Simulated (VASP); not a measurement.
Ag, 1 atom in the cell. It takes space group I4/mmm (No. 139, tetragonal). Conventional cell: a = 2.918 Å, b = 2.918 Å, c = 4.086 Å, α = 90.00°, β = 90.00°, γ = 90.00°. Within 3.8 Å of Ag (site symmetry 4/mmm) lie 12 Ag at 2.90 to 2.92 Å.  This cell differs from its parent crystal: equal xx and yy strain of +1 %.

* Program: VASP 6.6.1
* Task: single point
* Functional: PBE
* Potentials or basis: VASP PAW PBE potentials, release 64 (Ag)
* Cutoff: 520 eV
* k mesh: 15 × 15 × 15
* Occupations: fermi-dirac, width 0.05 eV
* Spin: no spin polarisation
* Dipole correction: no
* Further INCAR settings: ALGO = Normal; EDIFF = 1e-06; NBANDS = 12

Potentials or basis: VASP PAW PBE potentials, release 64 (Ag).

Command:

```sh
$ cat potpaw_PBE.64/Ag/POTCAR > POTCAR
$ mpirun -np 1 vasp_std > vasp.out
```

Hardware: 1 thread of Intel Xeon 6975P-C (shared host).

Problem. Estimate the wall time of this run.

Solution. Run time: 26 s on 1 thread of Intel Xeon 6975P-C, with other jobs on the host, peak memory 0.18 GiB. Counts: scf iterations 11, k points 288.
